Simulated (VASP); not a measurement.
A run of VASP 6.6.1:

Contents of INCAR:

```
SYSTEM = Cd
ALGO     = Normal         ! electronic algorithm
EDIFF    = 1E-6           ! SCF threshold, eV
ENCUT    = 520            ! plane-wave cutoff, eV
ISIF     = 2              ! what is computed and relaxed
ISMEAR   = -1             ! smearing method
LASPH    = .True.         ! aspherical terms in the spheres
LCHARG   = .False.        ! write CHGCAR
LREAL    = .False.        ! projectors in reciprocal space
LWAVE    = .False.        ! write WAVECAR
NBANDS   = 32             ! bands
NELM     = 80             ! most SCF steps
PREC     = Accurate       ! precision mode
SIGMA    = 0.1            ! smearing width, eV
```

The input KPOINTS:

```
k-points
0
Gamma
  13 13 4
  0 0 0
```

File POSCAR:

```
Cd
1.0
    3.1476321559      0.0000000000      0.0000000000
   -1.5738160779      2.7259294088      0.0000000000
    0.0000000000      0.0000000000     10.0021154033
Cd
4
Direct
    1.0000000000      0.0000000000      1.0000000000
    1.0000000000      1.0000000000      0.5000000000
    0.3333333333      0.6666666667      0.2500000000
    0.6666666667      0.3333333333      0.7500000000
```

Potentials or basis: VASP PAW LDA potentials, release 64 (Cd).

Launch:

```bash
$ cat potpaw_LDA.64/Cd/POTCAR > POTCAR
$ mpirun -np 1 vasp_std > vasp.out
```

Hardware: 1 thread of Intel Xeon 8259CL, with other jobs on the host.

Q: How long does it take, and how much memory?

A: Wall time 3.8 min on 1 thread of Intel Xeon 8259CL, with other jobs on the host, peak memory 0.25 GiB. Counts: scf iterations 11, k points 63.
